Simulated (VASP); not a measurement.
# Te (C2) in VASP: single point with PBE

Aim: the single point of Te with PBE.

All numbers are computed with VASP 6.6.1; they aren't measurements. Logs are shortened: lines on timing, memory, paths and dates and some standing lists are left out, and cuts for length are marked.

## 1. The cell of the first run

It takes space group C2 (No. 5, monoclinic). Conventional cell: a = 7.770 Å, b = 4.257 Å, c = 5.560 Å, α = 90.00°, β = 92.11°, γ = 90.00°. Te (site symmetry 2) has 6 Te at 2.81 to 3.58 Å within 3.7 Å. Te (site symmetry 1) has 6 Te at 2.81 to 3.58 Å within 3.7 Å.

## 2. Single point, PBE (strained and its atoms moved)

Contents of INCAR:

```
PREC = Accurate ; ENCUT = 520
EDIFF = 1E-7 ; ISMEAR = 0
SIGMA = 0.05 ; LREAL = False
LASPH = True ; NELM = 60
ALGO = Normal ; ISIF = 2
LWAVE = False ; LCHARG = False
GGA = PE ; NBANDS = 16
```

Contents of KPOINTS:

```
regular mesh
0
Gamma
  9 9 6
```

Contents of POSCAR:

```
Te
1.0
    4.2569986204      0.0000000000      0.0000000000
   -2.1284993102      3.8841945165      0.0689356143
    0.0000000000      0.1058770680      5.5592558604
Te
3
Direct
    0.2427020529      0.0000000000      0.1666666667
    0.0435168990      0.3297358509      0.8046510441
    0.7137810481      0.6702641491      0.5286822892
```

Potentials or basis: VASP PAW PBE potentials, release 64 (Te).

Run with:

```
> cat potpaw_PBE.64/Te/POTCAR > POTCAR
> mpirun -np 1 vasp_std > vasp.out
```

OUTCAR:

```text
PREC = Accurate
   ENCUT = 520
   EDIFF = 1E-7
   ISMEAR = 0
   LREAL = False
   LASPH = True
   NELM = 60
   ISIF = 2
   GGA = PE

 ion  position               nearest neighbor table
   1  0.243  0.000  0.167-   3 2.81   2 2.81   3 3.40   2 3.40   3 3.58   2 3.58
   2  0.044  0.330  0.805-   1 2.81   3 2.91   3 2.91   3 3.03   1 3.40   1 3.58
   3  0.714  0.670  0.529-   1 2.81   2 2.91   2 2.91   2 3.03   1 3.40   1 3.58

  LATTYP: Found a base centered monoclinic cell.
 ALAT       =     7.7696123870
 B/A-ratio  =     0.5479036030
 C/A-ratio  =     0.7156423920
 COS(beta)  =    -0.0367804486

  Lattice vectors:

 A1 = (  -2.1284993102,  -3.8841945165,  -0.0689356143)
 A2 = (   2.1284993102,  -3.8841945165,  -0.0689356143)
 A3 = (   0.0000000000,   0.1058770680,   5.5592558604)

Analysis of symmetry for initial positions (statically):
=====================================================================
 Subroutine PRICEL returns:
 Original cell was already a primitive cell.

 Routine SETGRP: Setting up the symmetry group for a
 base centered monoclinic supercell.

 Subroutine GETGRP returns: Found  2 space group operations
 (whereof  1 operations were pure point group operations)
 out of a pool of  4 trial point group operations.

The static configuration has the point symmetry C_1 .
 The point group associated with its full space group is C_2 .

Analysis of symmetry for dynamics (positions and initial velocities):
=====================================================================
 Subroutine PRICEL returns:
 Original cell was already a primitive cell.

 Routine SETGRP: Setting up the symmetry group for a
 base centered monoclinic supercell.

 Subroutine GETGRP returns: Found  2 space group operations
 (whereof  1 operations were pure point group operations)
 out of a pool of  4 trial point group operations.

The dynamic configuration has the point symmetry C_1 .
 The point group associated with its full space group is C_2 .

 Subroutine INISYM returns: Found  2 space group operations
 (whereof  1 operations are pure point group operations),
 and found     1 'primitive' translations

----------------------------------------------------------------------------------------

                                     Primitive cell

  volume of cell :      91.8913

  direct lattice vectors                    reciprocal lattice vectors
     4.256998620  0.000000000  0.000000000     0.234907288  0.128770343 -0.002452455
    -2.128499310  3.884194517  0.068935614     0.000000000  0.257540687 -0.004904911
     0.000000000  0.105877068  5.559255860     0.000000000 -0.003193544  0.179941012

  length of vectors
     4.256998620  4.429698463  5.560263993     0.267897834  0.257587390  0.179969348

  position of ions in fractional coordinates (direct lattice)
     0.242702053  0.000000000  0.166666667
     0.043516899  0.329735851  0.804651044
     0.713781048  0.670264149  0.528682289

  ion indices of the primitive-cell ions
   primitive index   ion index
                 1           1
                 2           2
                 3           3

----------------------------------------------------------------------------------------

 KPOINTS: regular mesh

Automatic generation of k-mesh.
 Grid dimensions read from file:
 generate k-points for:    9    9    6

 Generating k-lattice:

  Cartesian coordinates                     Fractional coordinates (reciprocal lattice)
     0.026100810  0.014307816 -0.000272495     0.111111111  0.000000000  0.000000000
     0.000000000  0.028615632 -0.000544990     0.000000000  0.111111111  0.000000000
     0.000000000 -0.000532257  0.029990169     0.000000000  0.000000000  0.166666667

  Length of vectors
     0.029766426  0.028620821  0.029994891

  Shift w.r.t. Gamma in fractional coordinates (k-lattice)
     0.000000000  0.000000000  0.000000000

 Subroutine IBZKPT returns following result:
 ===========================================

 Found    140 irreducible k-points:

 Following reciprocal coordinates:
            Coordinates               Weight
  0.000000  0.000000  0.000000      1.000000
  0.111111  0.000000  0.000000      4.000000
  0.222222  0.000000  0.000000      4.000000
  0.333333  0.000000  0.000000      4.000000
  0.444444  0.000000  0.000000      4.000000
  0.000000  0.111111  0.000000      2.000000
[... 16 lines left out ...]
  0.333333  0.333333  0.000000      2.000000
  0.000000  0.444444  0.000000      2.000000
 [... further k-points ...]
   k-points           NKPTS =    140   k-points in BZ     NKDIM =    140   number of bands    NBANDS=     16
   number of dos      NEDOS =    301   number of ions     NIONS =      3
   total plane-waves  NPLWV =  48384
   dimension x,y,z NGX =    32 NGY =   36 NGZ =   42
   dimension x,y,z NGXF=    64 NGYF=   72 NGZF=   84
   ions per type =               3
   NGX,Y,Z   is equivalent  to a cutoff of  12.50, 13.51, 12.56 a.u.
   NGXF,Y,Z  is equivalent  to a cutoff of  24.99, 27.02, 25.12 a.u.
 SYSTEM =  unknown system
   PREC   = accura    normal or accurate (medium, high low for compatibility)
   ISTART =      0    job   : 0-new  1-cont  2-samecut
   ICHARG =      2    charge: 1-file 2-atom 10-const
   ISPIN  =      1    spin polarized calculation?
   LNONCOLLINEAR =      F non collinear calculations
   LSORBIT =      F    spin-orbit coupling
   LASPH  =      T    aspherical Exc in radial PAW
   ENCUT  =  520.0 eV  38.22 Ry    6.18 a.u.   7.92  8.24 10.34*2*pi/ulx,y,z
   NELM   =     60;   NELMIN=  2; NELMDL= -5     # of ELM steps
   EDIFF  = 0.1E-06   stopping-criterion for ELM
   LREAL  =      F    real-space projection
   EDIFFG = 0.1E-05   stopping-criterion for IOM
   NSW    =      0    number of steps for IOM
   IBRION =     -1    ionic relax: 0-MD 1-quasi-New 2-CG
   NFREE  =      0    steps in history (QN), initial steepest desc. (CG)
   ISIF   =      2    stress and relaxation
   ISYM   =      2    0-nonsym 1-usesym 2-fastsym
   POTIM  = 0.5000    time-step for ionic-motion
   TEBEG  =    0.0;   TEEND  =   0.0 temperature during run
   PSTRESS=    0.0 pullay stress
   NELECT =      18.0000    total number of electrons
   NUPDOWN=      -1.0000    fix difference up-down
   EMIN   =  10.00;   EMAX   =-10.00  energy-range for DOS
   EFERMI =   0.00;   METHOD = LEGACY
   ISMEAR =     0;   SIGMA  =   0.05  broadening in eV -4-tet -1-fermi 0-gaus
   EFERMI_NEDOS =   21; number of points for ismear=-14 and -15
   IALGO  =     38    algorithm
   IMIX   =      4    mixing-type and parameters
     AMIX     =   0.40;   BMIX     =  1.00
     AMIX_MAG =   1.60;   BMIX_MAG =  1.00
  volume/ion in A,a.u.               =      30.63       206.70
  Fermi-wavevector in a.u.,A,eV,Ry     =   0.950767  1.796690 12.299101  0.903958
  Thomas-Fermi vector in A             =   2.079175
   LORBIT       =      0    0 simple, 1 ext, 2 COOP (PROOUT), +10 PAW based schemes
   GGA     = PE    functional components
   LHFCALC =     F    Hartree Fock is set to
   AEXX    =    0.0000 exact exchange contribution
   IVDW    =     0    specifies the selected vdW correction
   LEPSILON=     F    determine dielectric tensor
   LRPA    =     F    only Hartree local field effects (RPA)
 non-spin polarized calculation
 Gauss-broadening in eV      SIGMA  =   0.05
  energy-cutoff  :      520.00
  volume of cell :       91.89
 maximum number of plane-waves:      2490
   NGX = 15   NGY = 17   NGZ = 21

 number of electron      18.0000000 magnetization

 Free energy of the ion-electron system (eV)
  ---------------------------------------------------
  ext. energy  EPLUGINS =         0.00000000
  ---------------------------------------------------
  free energy    TOTEN  =        -8.63206355 eV

  energy without entropy =       -8.63019037  energy(sigma->0) =       -8.63112696

 E-fermi :   7.2309     XC(G=0):  -9.5191

 val. band max:        7.2247433816   @ k =   0.3333   0.1111   0.3333
 cond. band min:       7.2392599419   @ k =  -0.4444   0.3333   0.1667
 fundamental gap:      0.0145165603
 Fermi energy:         7.2308736212

 k-point     1 :       0.0000    0.0000    0.0000
  band No.  band energies     occupation
      1      -7.2035      2.00000
      2      -3.3853      2.00000
      3      -2.9037      2.00000
      4       3.6263      2.00000
      5       3.7535      2.00000
      6       4.5893      2.00000
[... 8 lines left out ...]
     15      12.6668      0.00000
     16      13.3272      0.00000

 k-point     2 :       0.1111    0.0000    0.0000
  band No.  band energies     occupation
      1      -7.0982      2.00000
      2      -3.3868      2.00000
      3      -2.9151      2.00000
      4       2.7716      2.00000
      5       3.4566      2.00000
      6       4.3620      2.00000
[... 8 lines left out ...]
     15      12.7208      0.00000
     16      13.2753      0.00000

 k-point     3 :       0.2222    0.0000    0.0000
  band No.  band energies     occupation
      1      -6.7910      2.00000
      2      -3.4414      2.00000
      3      -2.9849      2.00000
      4       1.8753      2.00000
      5       2.9600      2.00000
      6       3.6401      2.00000
[... 8 lines left out ...]
     15      12.8992      0.00000
     16      14.1068      0.00000

 k-point     4 :       0.3333    0.0000    0.0000
  band No.  band energies     occupation
      1      -6.3187      2.00000
      2      -3.7588      2.00000
      3      -3.0396      2.00000
      4       1.5245      2.00000
      5       2.5751      2.00000
      6       3.1559      2.00000
[... 8 lines left out ...]
     15      13.7988      0.00000
     16      15.2164      0.00000

 k-point     5 :       0.4444    0.0000    0.0000
  band No.  band energies     occupation
      1      -5.8239      2.00000
      2      -4.2621      2.00000
      3      -3.0268      2.00000
      4       1.5406      2.00000
      5       2.5144      2.00000
      6       2.9211      2.00000
[... 8 lines left out ...]
     15      15.1190      0.00000
     16      15.5990      0.00000

 k-point     6 :       0.0000    0.1111    0.0000
  band No.  band energies     occupation
      1      -7.1053      2.00000
      2      -3.4893      2.00000
      3      -2.8344      2.00000
      4       2.9745      2.00000
      5       3.4539      2.00000
      6       4.3300      2.00000
[... 8 lines left out ...]
     15      13.1809      0.00000
     16      13.5041      0.00000
[... 267 lines left out ...]
 k-point    21 :       0.1111    0.3333    0.0000
  band No.  band energies     occupation
      1      -5.9949      2.00000
      2      -4.6270      2.00000
      3      -2.5184      2.00000
      4       1.8809      2.00000
      5       2.3256      2.00000
      6       3.2023      2.00000
[... 8 lines left out ...]
     15      15.2130      0.00000
     16      15.5804      0.00000

 k-point    22 :       0.2222    0.3333    0.0000
  band No.  band energies     occupation
      1      -5.5033      2.00000
      2      -4.8651      2.00000
      3      -2.8512      2.00000
      4       2.0058      2.00000
      5       2.4050      2.00000
      6       3.1654      2.00000
[... 8 lines left out ...]
     15      13.7596      0.00000
     16      15.5195      0.00000

 k-point    23 :       0.3333    0.3333    0.0000
  band No.  band energies     occupation
      1      -5.2402      2.00000
      2      -4.8193      2.00000
      3      -3.2149      2.00000
      4       2.1073      2.00000
      5       2.4238      2.00000
      6       3.1274      2.00000
[... 8 lines left out ...]
     15      13.4850      0.00000
     16      15.5032      0.00000

 k-point    24 :       0.0000    0.4444    0.0000
  band No.  band energies     occupation
      1      -5.7592      2.00000
      2      -4.9974      2.00000
      3      -2.3229      2.00000
      4       1.8763      2.00000
      5       2.2966      2.00000
      6       3.0204      2.00000
[... 8 lines left out ...]
     15      15.2528      0.00000
     16      15.8695      0.00000

 [... further k-points ...]

------------------------ aborting loop because EDIFF is reached ----------------------------------------

  FORCE on cell =-STRESS in cart. coord.  units (eV):
  Direction    XX          YY          ZZ          XY          YZ          ZX
  --------------------------------------------------------------------------------------
  -------------------------------------------------------------------------------------
  Total        5.8452232      3.6416676      5.7733897      0.0000000     -2.7647582      0.0000000
  in kB      101.9148237     63.4945659    100.6623663      0.0000000    -48.2051480      0.0000000
  external PRESSURE =      88.6905853 kB  Pullay stress =       0.0000000 kB

 VOLUME and BASIS-vectors are now :
 -----------------------------------------------------------------------------
  energy-cutoff  :      520.00
  volume of cell :       91.89
      direct lattice vectors                 reciprocal lattice vectors
     4.256998620  0.000000000  0.000000000     0.234907288  0.128770343 -0.002452455
    -2.128499310  3.884194517  0.068935614     0.000000000  0.257540687 -0.004904911
     0.000000000  0.105877068  5.559255860     0.000000000 -0.003193544  0.179941012

 POSITION                                       TOTAL-FORCE (eV/Angst)
 -----------------------------------------------------------------------------------
      1.03318      0.01765      0.92654         1.587288     -0.000000      0.000000
     -0.51659      1.36595      4.49599        -0.793644     -0.455416      1.357981
      1.61191      2.65941      2.98529        -0.793644      0.455416     -1.357981
 -----------------------------------------------------------------------------------
    total drift:                               -0.000007     -0.000000      0.000000

  FREE ENERGIE OF THE ION-ELECTRON SYSTEM (eV)
  ---------------------------------------------------
  free  energy   TOTEN  =        -8.6320635509 eV

  energy  without entropy=       -8.6301903748  energy(sigma->0) =       -8.63112696
```

Wall time 4.4 min (1 thread of Intel Xeon 8259CL, shared host); peak memory 0.32 GiB.

What came out:

```
Free energy            : -8.6321 eV
Pressure               : 8.9 GPa
Largest force          : 1.637 eV/Å
Band gap on the k mesh : zero (bands 9 and 10 overlap by 1.24 eV)
```

Forces in eV/Å, atoms in the order of the input:
```
Te   1.587  0.000  0.000
Te  -0.794 -0.455  1.358
Te  -0.794  0.455 -1.358
```

Caveat: the cell differs from its parent crystal (strained and its atoms moved); the cell stands under pressure; spin-orbit coupling is left out, which moves the levels of the heavy elements; forces of over 1 eV/Å act on the atoms, so gaps and moduli don't describe the material at rest.
